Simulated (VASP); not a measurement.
# NiPt4: single point with PBE

The system is NiPt4.

```
CELL_PARAMETERS angstrom
2.78404 0.00000 0.00000
-1.39202 2.41105 0.00000
0.00000 0.00000 22.18356
ATOMIC_POSITIONS crystal
Ni 0.33333 0.66667 0.75000
Ni 0.66667 0.33333 0.25000
Pt 0.33333 0.66667 0.95000
Pt 0.33333 0.66667 0.15000
Pt 0.33333 0.66667 0.35000
Pt 0.33333 0.66667 0.55000
Pt 0.66667 0.33333 0.05000
Pt 0.66667 0.33333 0.45000
Pt 0.66667 0.33333 0.65000
Pt 0.66667 0.33333 0.85000
```

- Program: VASP 6.6.1
- Task: single point
- Functional: PBE
- Potentials or basis: VASP PAW PBE potentials, release 64 (Ni, Pt)
- Cutoff: 520 eV
- k mesh: 6 × 6 × 1
- Occupations: gaussian, width 0.1 eV
- Spin: collinear spin, ferromagnetic start
- Starting moments: [2.0, 2.0, 0.0, 0.0, 0.0, 0.0, 0.0, 0.0, 0.0, 0.0] μB

| Item | Value |
| --- | --- |
| Pressure | 2.5 GPa |
| Largest force | 1.824 eV/Å |
| Net moment | 2.98 μB per cell |
| Site moments | Ni +0.85; Pt +0.16, +0.17 μB |
| Valence electrons inside the program's atomic spheres | Ni 8.98; Pt 9.33, 9.25 |

Forces in eV/Å, atoms in the order of the input:
```
Ni   0.000  0.000  0.000
Ni   0.000  0.000  0.000
Pt   0.000  0.000 -0.038
Pt   0.000  0.000  1.824
Pt   0.000  0.000 -1.824
Pt   0.000  0.000  0.038
Pt   0.000  0.000  0.038
Pt   0.000  0.000 -0.038
Pt   0.000  0.000  1.824
Pt   0.000  0.000 -1.824
```

Stress tensor (GPa, compression positive):
```
-1.41  0.00  0.00
 0.00 -1.41  0.00
 0.00  0.00 10.32
```

Levels at points of the mesh, in eV from the Fermi level:
Spin up:
```csv
k point,band 52,band 53,band 54,band 55,band 56,band 57,band 58,band 59
"(0.00, 0.00, 0.00)",-0.63,-0.63,-0.61,-0.61,-0.41,-0.41,-0.38,-0.38
"(0.50, 0.00, 0.00)",0.73,0.79,1.59,1.77,2.23,2.33,2.99,3.30
```
Spin down:
| k point | band 48 | band 49 | band 50 | band 51 | band 52 | band 53 | band 54 | band 55 | band 56 | band 57 |
| --- | --- | --- | --- | --- | --- | --- | --- | --- | --- | --- |
| (0.00, 0.00, 0.00) | -0.79 | -0.79 | -0.36 | -0.36 | -0.34 | -0.34 | -0.17 | -0.17 | -0.12 | -0.06 |
| (0.50, 0.00, 0.00) | 0.32 | 0.33 | 0.34 | 0.79 | 0.81 | 1.11 | 1.66 | 1.92 | 2.29 | 2.41 |

It took 9.1 min on 1 thread of AMD EPYC 7R13, on a shared host, peak memory 0.43 GiB.

Caveat: the k points lie up to 0.43 Å⁻¹ apart; spin-orbit coupling is left out, which moves the levels of the heavy elements; forces of over 1 eV/Å act on the atoms, so gaps and moduli don't describe the material at rest.
